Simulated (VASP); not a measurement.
Sn, 2 atoms in the cell. Symmetry: C2/m, No. 12, monoclinic system. Conventional cell: a = 7.920 Å, b = 4.573 Å, c = 4.573 Å, α = 90.00°, β = 125.26°, γ = 90.00°. Sn (site symmetry m) has 4 Sn at 2.76 to 2.84 Å within 3.6 Å. 

| Quantity | Value |
| --- | --- |
| Program | VASP 6.6.1 |
| Task | single point |
| Functional | PBE |
| Potentials or basis | VASP PAW PBE potentials, release 64 (Sn_d) |
| Cutoff | 520 eV |
| k mesh | 5 × 5 × 5 |
| Occupations | fermi-dirac, width 0.1 eV |
| Spin | no spin polarisation |
| Dipole correction | no |
| Further INCAR settings | ALGO = Normal; EDIFF = 1e-06; NBANDS = 21 |

Potentials or basis: VASP PAW PBE potentials, release 64 (Sn_d).

Run with:

```sh
$ cat potpaw_PBE.64/Sn_d/POTCAR > POTCAR
$ mpirun -np 1 vasp_std > vasp.out
```

Hardware: 1 thread of Intel Xeon 6975P-C, with other jobs on the host.

Question: How long does it take, and how much memory?

Answer: Run time: 38 s on 1 thread of Intel Xeon 6975P-C, with other jobs on the host, peak memory 0.22 GiB. Counts: scf iterations 12, k points 39.
